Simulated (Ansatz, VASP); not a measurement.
## One calculation of Si6Ge, two programs

```
Si Ge
1.0
     2.59757   -2.46963    0.28595
     2.59757    2.46963    0.28595
    -1.23406    0.00000    8.93105
Si Ge
6 1
Cartesian
  2.5976 -1.2516 0.2859
  2.5976 1.2516 0.2859
  2.9193 1.2404 7.0844
  1.0418 1.2404 2.4185
  1.0418 -1.2404 2.4185
  2.9193 -1.2404 7.0844
  1.9805 0.0000 4.7515
```

Alike in both runs: functional PBE; k mesh 4 × 4 × 2; occupations gaussian, width 0.2 eV; no spin polarisation.

Ansatz relaxed the structure, and its values are those at the end. VASP's run is a single point on that final structure, the one shown.

```csv
,VASP,Ansatz
version,VASP 6.6.1,Ansatz 0.2.0
potentials or method,"VASP PAW PBE potentials, release 64 (Si, Ge_d), cutoff 520 eV","scalar-relativistic, plane waves, PAW"
valence electrons in the cell,38,38
```

```tsv
	VASP	Ansatz	Ansatz less VASP
gap on the k mesh at the Fermi level (eV)	none	none	-
pressure (GPa)	-0.2	-0.1	+0.04
rms of the force components (eV/Å)	0.023	0.022	-0.0008
```

A gap of «none» marks a metal or a gap that the smearing closes. The functional is the same, so the differences come from potentials, cutoffs and numerics.

The k mesh is coarse, so the values compare programs but aren't converged.
